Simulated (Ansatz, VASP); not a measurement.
## Ru: VASP beside Ansatz

```
CELL_PARAMETERS angstrom
-1.50036 1.50036 1.50036
1.50036 -1.50036 1.50036
1.50036 1.50036 -1.50036
ATOMIC_POSITIONS crystal
Ru 0.00000 0.00000 0.00000
```

Alike in both runs: functional LDA; k mesh 15 × 15 × 15; occupations fermi-dirac, width 0.1 eV; no spin polarisation.

Ansatz relaxed the structure, and its values are those at the end. VASP's run is a single point on that final structure, the one shown.

```csv
,VASP,Ansatz
version,VASP 6.6.1,Ansatz 0.2.0
potentials or method,"VASP PAW LDA potentials, release 64 (Ru_pv), cutoff 520 eV","plane waves (420 eV) with PAW, scalar-relativistic"
valence electrons in the cell,14,16
```

```tsv
	VASP	Ansatz	Ansatz less VASP
pressure (GPa)	0.9	0.0	-0.88
```

Ansatz warns that its potentials were made for another functional, while VASP's fit it. LDA's correlation is that of Perdew and Zunger in VASP and of Perdew and Wang (1992) in Ansatz. VASP's potentials hold 14 valence electrons a cell and Ansatz's 16, so a difference there can come from the potentials and not from the codes.
